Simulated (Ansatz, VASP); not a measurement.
## One calculation of Be3Te4, two programs

```
CELL_PARAMETERS angstrom
10.65741 0.00000 0.00000
-5.32870 9.22959 0.00000
0.00000 0.00000 3.95115
ATOMIC_POSITIONS crystal
Be 0.40266 0.17686 0.75000
Be 0.77420 0.59734 0.75000
Be 0.82314 0.22580 0.75000
Be 0.22580 0.40266 0.25000
Be 0.17686 0.77420 0.25000
Be 0.59734 0.82314 0.25000
Te 0.66667 0.33333 0.75000
Te 0.96753 0.31458 0.25000
Te 0.68542 0.65294 0.25000
Te 0.34706 0.03247 0.25000
Te 0.33333 0.66667 0.25000
Te 0.31458 0.34706 0.75000
Te 0.65294 0.96753 0.75000
Te 0.03247 0.68542 0.75000
```

Alike in both runs: functional PBE; k mesh 2 × 2 × 4; occupations gaussian, width 0.2 eV; no spin polarisation.

Ansatz relaxed the structure, and its values are those at the end. VASP's run is a single point on that final structure, the one shown.

```csv
,VASP,Ansatz
version,VASP 6.6.1,Ansatz 0.2.0
potentials or method,"VASP PAW PBE potentials, release 64 (Be, Te), cutoff 520 eV","scalar-relativistic, plane waves, PAW"
valence electrons in the cell,60,140
```

```tsv
	VASP	Ansatz	Ansatz less VASP
gap on the k mesh at the Fermi level (eV)	none	none	-
pressure (GPa)	0.1	0.0	-0.09
rms of the force components (eV/Å)	0.009	0.008	-0.0006
```

A gap of «none» marks a metal or a gap that the smearing closes. The functional is the same, so the differences come from potentials, cutoffs and numerics. VASP's potentials hold 60 valence electrons a cell and Ansatz's 140, so a difference there can come from the potentials and not from the codes.

The k mesh is coarse, so the values compare programs but aren't converged. Neither program's run includes spin-orbit coupling.
